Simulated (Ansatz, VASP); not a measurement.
**One calculation of La2AlF, two programs**

```
La Al F
1.0
     4.25830    0.00000    0.00000
     0.00000    4.25830    0.00000
     0.00000    0.00000    5.97313
La Al F
2 1 1
Cartesian
  0.0000 0.0000 2.9866
  2.1291 2.1291 0.0000
  0.0000 0.0000 0.0000
  2.1291 2.1291 2.9866
```

Change from the starting cell: species swapped into the LiSmSe2 type (P4/mmm, No. 123).

Alike in both runs: functional PBE; k mesh 12 × 12 × 8; occupations gaussian, width 0.1 eV; no spin polarisation.

Ansatz relaxed the structure, and its values are those at the end. VASP's run is a single point on that final structure, the one shown.

|  | VASP | Ansatz |
| --- | --- | --- |
| version | VASP 6.6.1 | Ansatz 0.2.0 |
| potentials or method | VASP PAW PBE potentials, release 64 (La, Al, F), cutoff 520 eV | scalar-relativistic, plane waves, PAW |
| valence electrons in the cell | 32 | 32 |

```tsv
	VASP	Ansatz	Ansatz less VASP
gap on the k mesh at the Fermi level (eV)	none	none	-
pressure (GPa)	-0.1	0.0	+0.10
```

A gap of «none» marks a metal or a gap that the smearing closes. With one functional, cell and mesh, what is left measures potentials, basis and numerics.

Spin-orbit coupling is off throughout.
